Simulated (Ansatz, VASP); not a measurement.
**MnSb in VASP and in Ansatz**

```
CELL_PARAMETERS angstrom
1.70791 0.98606 4.15575
-1.70791 0.98606 4.15575
0.00000 -1.97212 4.15575
ATOMIC_POSITIONS crystal
Mn 0.50000 0.50000 0.50000
Sb 0.00000 0.00000 0.00000
```

Change from the starting cell: species swapped into the InHg type (R-3m, No. 166).

Alike in both runs: task single point; functional PBE; k mesh 6 × 6 × 6; occupations gaussian, width 0.1 eV; collinear spin.

```csv
,VASP,Ansatz
version,VASP 6.6.1,Ansatz 0.2.0
potentials or method,"VASP PAW PBE potentials, release 64 (Mn_pv, Sb), cutoff 520 eV","scalar-relativistic, plane waves, PAW"
valence electrons in the cell,18,30
```

Ansatz gave:

* gap on the k mesh at the Fermi level (eV): none
* pressure (GPa): -1.3
* traceless stress, the component that is largest in VASP (GPa): -6.07
* net moment per atom (μB): 1.90
* size of the moment on the site where the two differ most (μB): 3.73

Which values does VASP return?

gap on the k mesh at the Fermi level (eV): none; pressure (GPa): -1.4; traceless stress, the component that is largest in VASP (GPa): -5.96; net moment per atom (μB): 1.90; size of the moment on the site where the two differ most (μB): 3.66.

Site moments also hang on the region over which each program counts them. A gap of «none» marks a metal or a gap that the smearing closes. VASP's potentials hold 18 valence electrons a cell and Ansatz's 30, so a difference there can come from the potentials and not from the codes.

The k mesh is coarse, so the values compare programs but aren't converged. Spin-orbit coupling is off throughout.
